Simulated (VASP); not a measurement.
Input of a VASP 6.6.1 run:

Contents of INCAR:

```
SYSTEM = BN
  ALGO = Normal
  EDIFF = 1E-6
  ENCUT = 600
  GGA = PS
  GGA_COMPAT = .FALSE.
  ISIF = 2
  ISMEAR = 0
  IVDW = 12
  LASPH = .TRUE.
  LCHARG = .FALSE.
  LREAL = .FALSE.
  LWAVE = .FALSE.
  NBANDS = 11
  NELM = 120
  PREC = Accurate
  SIGMA = 0.05
```

KPOINTS

```
k-points
0
G
  12 12 12
  0 0 0
```

File POSCAR:

```
BN
1.0
    0.0000000000      1.7792763335      1.7792763335
    1.7792763335      0.0000000000      1.7792763335
    1.7792763335      1.7792763335      0.0000000000
B N
1 1
Direct
    0.0000000000      0.0000000000      0.0000000000
    0.7500000000      0.7500000000      0.7500000000
```

Potentials or basis: VASP PAW PBE potentials, release 64 (B, N).

The run is started by

```bash
$ cat potpaw_PBE.64/B/POTCAR potpaw_PBE.64/N/POTCAR > POTCAR
$ mpirun -np 1 vasp_std > vasp.out
```

Problem. What does it give for the pressure?

Solution. 12.5 GPa.

Problem. What does it give for the band gap on the k mesh?

Solution. 4.32 eV, indirect (least direct gap 8.98 eV).

Problem. Predict the dispersion energy per atom.

Solution. -0.151 eV.

Caveat: the PAW data sets were made with another functional, which shifts forces and pressure a little. A k mesh can miss the band edges.
